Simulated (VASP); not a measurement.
The system is MoWSe3.

```
Mo W Se
1.0
     4.69411    0.00000    0.00000
     0.00000    4.69411    0.00000
     0.00000    0.00000    4.69411
Mo W Se
1 1 3
Direct
  0.50000 0.50000 0.50000
  0.00000 0.00000 0.00000
  0.00000 0.50000 0.50000
  0.50000 0.00000 0.50000
  0.50000 0.50000 0.00000
```

| Item | Value |
| --- | --- |
| Program | VASP 6.6.1 |
| Task | relaxation of cell and atoms |
| Functional | PBE |
| Potentials or basis | VASP PAW PBE potentials, release 64 (Mo_sv, W_sv, Se) |
| Cutoff | 600 eV |
| k mesh | 4 × 4 × 4 |
| Occupations | gaussian, width 0.1 eV |
| Spin | no spin polarisation |

At the start: pressure 9.4 GPa; volume 20.69 Å³/atom.

Task: How do energy, volume and symmetry change on relaxing?

Result: Over 3 steps the energy falls by 48.1 meV/atom and the volume is 22.49 Å³/atom (+8.7 %); space group Pm-3m (No. 221, to 0.05 Å).

The path:
| step | energy change (eV) | largest force (eV/Å) | pressure (GPa) | volume (Å³) |
| --- | --- | --- | --- | --- |
| 1 | 0.0000 | 0.0000 | 9.35 | 103.43 |
| 2 | -0.0086 | 0.0000 | -6.66 | 122.58 |
| 3 | -0.2403 | 0.0000 | -0.09 | 112.46 |

Final structure:
```cif
data_structure
_symmetry_space_group_name_H-M 'P 1'
_symmetry_Int_Tables_number 1
_cell_length_a 4.8269
_cell_length_b 4.8269
_cell_length_c 4.8269
_cell_angle_alpha 90.000
_cell_angle_beta 90.000
_cell_angle_gamma 90.000
_cell_volume 112.46
loop_
_atom_site_label
_atom_site_type_symbol
_atom_site_fract_x
_atom_site_fract_y
_atom_site_fract_z
_atom_site_occupancy
Mo1 Mo 0.50000 0.50000 0.50000 1
W1 W 0.00000 0.00000 0.00000 1
Se1 Se 0.00000 0.50000 0.50000 1
Se2 Se 0.50000 0.00000 0.50000 1
Se3 Se 0.50000 0.50000 0.00000 1
```
